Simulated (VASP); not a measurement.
# Ru (Pm-3m) in VASP: further runs

The runs below take Ru through single point, with BLYP.

Program: VASP 6.6.1. These are calculated values, not measurements. Logs are shortened: lines on timing, memory, paths and dates and some standing lists are left out, and cuts for length are marked.

### 1 The cell of the first run

It takes space group Pm-3m (No. 221, cubic). Conventional cell: a = 2.554 Å, b = 2.554 Å, c = 2.554 Å, α = 90.00°, β = 90.00°, γ = 90.00°. Ru (site symmetry m-3m) has 6 Ru at 2.55 Å within 3.4 Å.

### 2 Single point, BLYP

INCAR reads:

```
PREC = Accurate ; ENCUT = 520
EDIFF = 1E-6 ; ISMEAR = -1
SIGMA = 0.1 ; LREAL = F
LASPH = T ; NELM = 80
ALGO = Normal ; ISIF = 2
LWAVE = F ; LCHARG = F
GGA = B5 ; ALDAX = 1.0
AGGAX = 1.0 ; AGGAC = 1.0
ALDAC = 0.0 ; NBANDS = 13
```

KPOINTS reads:

```
regular mesh
0
Gamma
  14 14 14
```

POSCAR reads:

```
Ru
1.0
    2.5539869695      0.0000000000      0.0000000000
    0.0000000000      2.5539869695      0.0000000000
    0.0000000000      0.0000000000      2.5539869695
Ru
1
Direct
    0.0000000000      0.0000000000      0.0000000000
```

Potentials or basis: VASP PAW PBE potentials, release 64 (Ru_pv).

The run is started by

```sh
> cat potpaw_PBE.64/Ru_pv/POTCAR > POTCAR
> mpirun -np 1 vasp_std > vasp.out
```

OUTCAR:

```text
PREC = Accurate
   ENCUT = 520
   EDIFF = 1E-6
   ISMEAR = -1
   LREAL = F
   LASPH = T
   NELM = 80
   ISIF = 2
   GGA = B5

 ion  position               nearest neighbor table
   1  0.000  0.000  0.000-

  LATTYP: Found a simple cubic cell.
 ALAT       =     2.5539869695

  Lattice vectors:

 A1 = (   2.5539869695,   0.0000000000,   0.0000000000)
 A2 = (   0.0000000000,   2.5539869695,   0.0000000000)
 A3 = (   0.0000000000,   0.0000000000,   2.5539869695)

Analysis of symmetry for initial positions (statically):
=====================================================================
 Subroutine PRICEL returns:
 Original cell was already a primitive cell.

 Routine SETGRP: Setting up the symmetry group for a
 simple cubic supercell.

 Subroutine GETGRP returns: Found 48 space group operations
 (whereof 48 operations were pure point group operations)
 out of a pool of 48 trial point group operations.

The static configuration has the point symmetry O_h .

Analysis of symmetry for dynamics (positions and initial velocities):
=====================================================================
 Subroutine PRICEL returns:
 Original cell was already a primitive cell.

 Routine SETGRP: Setting up the symmetry group for a
 simple cubic supercell.

 Subroutine GETGRP returns: Found 48 space group operations
 (whereof 48 operations were pure point group operations)
 out of a pool of 48 trial point group operations.

The dynamic configuration has the point symmetry O_h .

 Subroutine INISYM returns: Found 48 space group operations
 (whereof 48 operations are pure point group operations),
 and found     1 'primitive' translations

----------------------------------------------------------------------------------------

                                     Primitive cell

  volume of cell :      16.6593

  direct lattice vectors                    reciprocal lattice vectors
     2.553986969  0.000000000  0.000000000     0.391544676  0.000000000  0.000000000
     0.000000000  2.553986969  0.000000000     0.000000000  0.391544676  0.000000000
     0.000000000  0.000000000  2.553986969     0.000000000  0.000000000  0.391544676

  length of vectors
     2.553986969  2.553986969  2.553986969     0.391544676  0.391544676  0.391544676

  position of ions in fractional coordinates (direct lattice)
     0.000000000  0.000000000  0.000000000

  ion indices of the primitive-cell ions
   primitive index   ion index
                 1           1

----------------------------------------------------------------------------------------
[... 80 lines left out ...]
   PSTRESS=    0.0 pullay stress
   NELECT =      14.0000    total number of electrons
   NUPDOWN=      -1.0000    fix difference up-down
   EMIN   =  10.00;   EMAX   =-10.00  energy-range for DOS
   EFERMI =   0.00;   METHOD = LEGACY
   ISMEAR =    -1;   SIGMA  =   0.10  broadening in eV -4-tet -1-fermi 0-gaus
   EFERMI_NEDOS =   21; number of points for ismear=-14 and -15
   IALGO  =     38    algorithm
   IMIX   =      4    mixing-type and parameters
     AMIX     =   0.40;   BMIX     =  1.00
     AMIX_MAG =   1.60;   BMIX_MAG =  1.00
  volume/ion in A,a.u.               =      16.66       112.42
  Fermi-wavevector in a.u.,A,eV,Ry     =   1.544895  2.919427 32.473012  2.386699
  Thomas-Fermi vector in A             =   2.650350
   LORBIT       =      0    0 simple, 1 ext, 2 COOP (PROOUT), +10 PAW based schemes
   GGA     = B5    functional components
   LHFCALC =     F    Hartree Fock is set to
   AEXX    =    0.0000 exact exchange contribution
   IVDW    =     0    specifies the selected vdW correction
   LEPSILON=     F    determine dielectric tensor
   LRPA    =     F    only Hartree local field effects (RPA)
 non-spin polarized calculation
  energy-cutoff  :      520.00
  volume of cell :       16.66
 maximum number of plane-waves:       468
 NGX is ok and might be reduce to    20
   NGX =  9   NGY =  9   NGZ =  9

 number of electron      14.0000010 magnetization

 Free energy of the ion-electron system (eV)
  ---------------------------------------------------
  ext. energy  EPLUGINS =         0.00000000
  ---------------------------------------------------
  free energy    TOTEN  =        -7.07632500 eV

  energy without entropy =       -7.01977006  energy(sigma->0) =       -7.04804753

 E-fermi :  10.2068     XC(G=0): -12.0564

 val. band max:       10.1977059312   @ k =   0.2857   0.0714   0.0714
 cond. band min:      10.2141907193   @ k =   0.2143   0.2143   0.1429
 fundamental gap:      0.0164847881
 Fermi energy:        10.2068285187

 k-point     1 :       0.0000    0.0000    0.0000
  band No.  band energies     occupation
      1     -32.0007      2.00000
      2     -32.0007      2.00000
      3     -32.0007      2.00000
      4       3.5874      2.00000
      5       5.2700      2.00000
      6       5.2700      2.00000
      7      11.6916      0.00000
      8      11.6916      0.00000
      9      11.6916      0.00000
     10      20.8693      0.00000
     11      26.5736      0.00000
     12      26.5736      0.00000
     13      26.5736      0.00000
[... 354 lines left out ...]
  band No.  band energies     occupation
      1     -32.6976      2.00000
      2     -32.2848      2.00000
      3     -31.9062      2.00000
      4       6.0197      2.00000
      5       6.7176      2.00000
      6       8.1038      2.00000
      7       9.8427      1.94891
      8      10.9311      0.00143
      9      11.0682      0.00036
     10      19.3977      0.00000
     11      20.8714      0.00000
     12      25.5339      0.00000
     13      29.0269      0.00000

 [... further k-points ...]

------------------------ aborting loop because EDIFF is reached ----------------------------------------

  FORCE on cell =-STRESS in cart. coord.  units (eV):
  Direction    XX          YY          ZZ          XY          YZ          ZX
  --------------------------------------------------------------------------------------
  -------------------------------------------------------------------------------------
  Total        0.0673241      0.0673241      0.0673241      0.0000000      0.0000000      0.0000000
  in kB        6.4747766      6.4747766      6.4747766      0.0000000      0.0000000      0.0000000
  external PRESSURE =       6.4747766 kB  Pullay stress =       0.0000000 kB

 VOLUME and BASIS-vectors are now :
 -----------------------------------------------------------------------------
  energy-cutoff  :      520.00
  volume of cell :       16.66
      direct lattice vectors                 reciprocal lattice vectors
     2.553986969  0.000000000  0.000000000     0.391544676  0.000000000  0.000000000
     0.000000000  2.553986969  0.000000000     0.000000000  0.391544676  0.000000000
     0.000000000  0.000000000  2.553986969     0.000000000  0.000000000  0.391544676

 POSITION                                       TOTAL-FORCE (eV/Angst)
 -----------------------------------------------------------------------------------
      0.00000      0.00000      0.00000         0.000000      0.000000      0.000000
 -----------------------------------------------------------------------------------
    total drift:                                0.000000      0.000000      0.000000

  FREE ENERGIE OF THE ION-ELECTRON SYSTEM (eV)
  ---------------------------------------------------
  free  energy   TOTEN  =        -7.0763249973 eV

  energy  without entropy=       -7.0197700645  energy(sigma->0) =       -7.04804753
```

OSZICAR:

```text
N       E                     dE             d eps       ncg     rms          rms(c)
DAV:   1     0.109969122834E+03    0.10997E+03   -0.84761E+03  3133   0.111E+03
DAV:   2    -0.609308754020E+01   -0.11606E+03   -0.11065E+03  3340   0.317E+02
DAV:   3    -0.741297268780E+01   -0.13199E+01   -0.13140E+01  3605   0.380E+01
DAV:   4    -0.741722017883E+01   -0.42475E-02   -0.42474E-02  3355   0.233E+00
DAV:   5    -0.741725248806E+01   -0.32309E-04   -0.32308E-04  3645   0.185E-01    0.851E+00
DAV:   6    -0.708735828858E+01    0.32989E+00   -0.69927E-01  3195   0.989E+00    0.257E+00
DAV:   7    -0.707733838418E+01    0.10020E-01   -0.20344E-02  3340   0.153E+00    0.105E+00
DAV:   8    -0.707646603796E+01    0.87235E-03   -0.30044E-03  3245   0.652E-01    0.146E-01
DAV:   9    -0.707633142338E+01    0.13461E-03   -0.67119E-05  3340   0.106E-01    0.180E-02
DAV:  10    -0.707632471476E+01    0.67086E-05   -0.97530E-06  3420   0.384E-02    0.245E-03
DAV:  11    -0.707632499733E+01   -0.28257E-06   -0.23852E-07  1890   0.608E-03
   1 F= -.70763250E+01 E0= -.70480475E+01  d E =-.565549E-01
```

stdout:

```text
POSCAR found type information on POSCAR Ru
 POSCAR found :  1 types and       1 ions
 scaLAPACK will be used
 -----------------------------------------------------------------------------
|                                                                             |
|                                                                             |
|     You enforced a specific xc type in the INCAR file but a different       |
|     I HOPE YOU KNOW WHAT YOU ARE DOING!                                     |
|                                                                             |
 -----------------------------------------------------------------------------

 LDA part: xc-table for (Slater(with rela. corr.)+VWN5), standard interpolation
 POSCAR, INCAR and KPOINTS ok, starting setup
 FFT: planning ... GRIDC
 FFT: planning ... GRID_SOFT
 FFT: planning ... GRID
 WAVECAR not read
 entering main loop
```

Run time: 15 s. Hardware: 1 thread of Intel Xeon 6975P-C, shared host; peak memory 0.14 GiB.

What came out:

```yaml
Free_energy: -7.0763 eV
Pressure: 0.6 GPa
Band_gap_on_the_k_mesh: zero (band 7 reaches 13.61 eV, above the bottom of band 8 at 9.50 eV)
```

Caveat: the PAW data sets were made with another functional, which shifts forces and pressure a little.

### 3 Single point, BLYP (volume scaled by 1.04)

INCAR reads:

```
  PREC = Accurate
  ENCUT = 520
  EDIFF = 1E-7
  ISMEAR = -1
  SIGMA = 0.1
  LREAL = False
  LASPH = True
  NELM = 60
  ALGO = Normal
  ISIF = 2
  LWAVE = False
  LCHARG = False
  GGA = B5
  ALDAX = 1.0
  AGGAX = 1.0
  AGGAC = 1.0
  ALDAC = 0.0
  NBANDS = 13
```

KPOINTS is that of step 2.

POSCAR reads:

```
Ru
1.0
    2.5875959154      0.0000000000      0.0000000000
    0.0000000000      2.5875959154      0.0000000000
    0.0000000000      0.0000000000      2.5875959154
Ru
1
Direct
    0.0000000000      0.0000000000      0.0000000000
```

Potentials or basis: VASP PAW PBE potentials, release 64 (Ru_pv).

The run is started by

```sh
> cat potpaw_PBE.64/Ru_pv/POTCAR > POTCAR
> mpirun -np 1 vasp_std > vasp.out
```

OUTCAR:

```text
PREC = Accurate
   ENCUT = 520
   EDIFF = 1E-7
   ISMEAR = -1
   LREAL = False
   LASPH = True
   NELM = 60
   ISIF = 2
   GGA = B5

 ion  position               nearest neighbor table
   1  0.000  0.000  0.000-

  LATTYP: Found a simple cubic cell.
 ALAT       =     2.5875959154

  Lattice vectors:

 A1 = (   2.5875959154,   0.0000000000,   0.0000000000)
 A2 = (   0.0000000000,   2.5875959154,   0.0000000000)
 A3 = (   0.0000000000,   0.0000000000,   2.5875959154)

Analysis of symmetry for initial positions (statically):
=====================================================================
 Subroutine PRICEL returns:
 Original cell was already a primitive cell.

 Routine SETGRP: Setting up the symmetry group for a
 simple cubic supercell.

 Subroutine GETGRP returns: Found 48 space group operations
 (whereof 48 operations were pure point group operations)
 out of a pool of 48 trial point group operations.

The static configuration has the point symmetry O_h .

[... 166 lines left out ...]
  band No.  band energies     occupation
      1     -32.5710      2.00000
      2     -32.5710      2.00000
      3     -32.5710      2.00000
      4       3.2122      2.00000
      5       4.9368      2.00000
      6       4.9368      2.00000
      7      11.0039      0.00000
      8      11.0039      0.00000
      9      11.0039      0.00000
     10      20.3145      0.00000
     11      25.6797      0.00000
     12      25.6797      0.00000
     13      25.6797      0.00000
[... 354 lines left out ...]
  band No.  band energies     occupation
      1     -33.1866      2.00000
      2     -32.8220      2.00000
      3     -32.4881      2.00000
      4       5.6179      2.00000
      5       6.3178      2.00000
      6       7.6076      2.00000
      7       9.2727      1.93386
      8      10.2932      0.00216
      9      10.4370      0.00051
     10      18.5235      0.00000
     11      20.3160      0.00000
     12      24.5953      0.00000
     13      28.1997      0.00000

 [... further k-points ...]

------------------------ aborting loop because EDIFF is reached ----------------------------------------

  FORCE on cell =-STRESS in cart. coord.  units (eV):
  Direction    XX          YY          ZZ          XY          YZ          ZX
  --------------------------------------------------------------------------------------
  -------------------------------------------------------------------------------------
  Total       -0.6719754     -0.6719754     -0.6719754      0.0000000      0.0000000      0.0000000
  in kB      -62.1404815    -62.1404815    -62.1404815      0.0000000      0.0000000      0.0000000
  external PRESSURE =     -62.1404815 kB  Pullay stress =       0.0000000 kB

 VOLUME and BASIS-vectors are now :
 -----------------------------------------------------------------------------
  energy-cutoff  :      520.00
  volume of cell :       17.33
      direct lattice vectors                 reciprocal lattice vectors
     2.587595915  0.000000000  0.000000000     0.386459104  0.000000000  0.000000000
     0.000000000  2.587595915  0.000000000     0.000000000  0.386459104  0.000000000
     0.000000000  0.000000000  2.587595915     0.000000000  0.000000000  0.386459104

 POSITION                                       TOTAL-FORCE (eV/Angst)
 -----------------------------------------------------------------------------------
      0.00000      0.00000      0.00000         0.000000      0.000000      0.000000
 -----------------------------------------------------------------------------------
    total drift:                                0.000000      0.000000      0.000000

  FREE ENERGIE OF THE ION-ELECTRON SYSTEM (eV)
  ---------------------------------------------------
  free  energy   TOTEN  =        -7.0646276954 eV

  energy  without entropy=       -7.0047674624  energy(sigma->0) =       -7.03469758
```

OSZICAR:

```text
N       E                     dE             d eps       ncg     rms          rms(c)
DAV:   1     0.108791139787E+03    0.10879E+03   -0.85252E+03  3125   0.111E+03
DAV:   2    -0.613866951181E+01   -0.11493E+03   -0.11023E+03  3335   0.313E+02
DAV:   3    -0.741335818191E+01   -0.12747E+01   -0.12683E+01  3620   0.369E+01
DAV:   4    -0.741761627748E+01   -0.42581E-02   -0.42580E-02  3330   0.231E+00
DAV:   5    -0.741764869196E+01   -0.32414E-04   -0.32415E-04  3670   0.186E-01    0.778E+00
DAV:   6    -0.707350121809E+01    0.34415E+00   -0.76462E-01  3190   0.102E+01    0.214E+00
DAV:   7    -0.706544944068E+01    0.80518E-02   -0.17081E-02  3335   0.137E+00    0.918E-01
DAV:   8    -0.706475494053E+01    0.69450E-03   -0.27890E-03  3255   0.621E-01    0.122E-01
DAV:   9    -0.706463288419E+01    0.12206E-03   -0.62206E-05  3315   0.101E-01    0.167E-02
DAV:  10    -0.706462721600E+01    0.56682E-05   -0.99972E-06  3450   0.383E-02    0.236E-03
DAV:  11    -0.706462753596E+01   -0.31995E-06   -0.25377E-07  3449   0.602E-03    0.120E-03
DAV:  12    -0.706462767308E+01   -0.13712E-06   -0.65396E-08  2714   0.218E-03    0.796E-05
DAV:  13    -0.706462769535E+01   -0.22274E-07   -0.87759E-10  1620   0.328E-04
   1 F= -.70646277E+01 E0= -.70346976E+01  d E =-.598602E-01
```

stdout:

```text
POSCAR found type information on POSCAR Ru
 POSCAR found :  1 types and       1 ions
 scaLAPACK will be used
 -----------------------------------------------------------------------------
|                                                                             |
|                                                                             |
|     You enforced a specific xc type in the INCAR file but a different       |
|     I HOPE YOU KNOW WHAT YOU ARE DOING!                                     |
|                                                                             |
 -----------------------------------------------------------------------------

 LDA part: xc-table for (Slater(with rela. corr.)+VWN5), standard interpolation
 POSCAR, INCAR and KPOINTS ok, starting setup
 FFT: planning ... GRIDC
 FFT: planning ... GRID_SOFT
 FFT: planning ... GRID
 WAVECAR not read
 entering main loop
```

Run time: 17 s. Hardware: 1 thread of Intel Xeon 6975P-C, shared host; peak memory 0.14 GiB.

What came out:

| Item | Value |
| --- | --- |
| Free energy | -7.0646 eV |
| Pressure | -6.2 GPa |
| Band gap on the k mesh | zero (band 7 reaches 12.81 eV, above the bottom of band 8 at 8.93 eV) |

Caveat: the PAW data sets were made with another functional, which shifts forces and pressure a little.
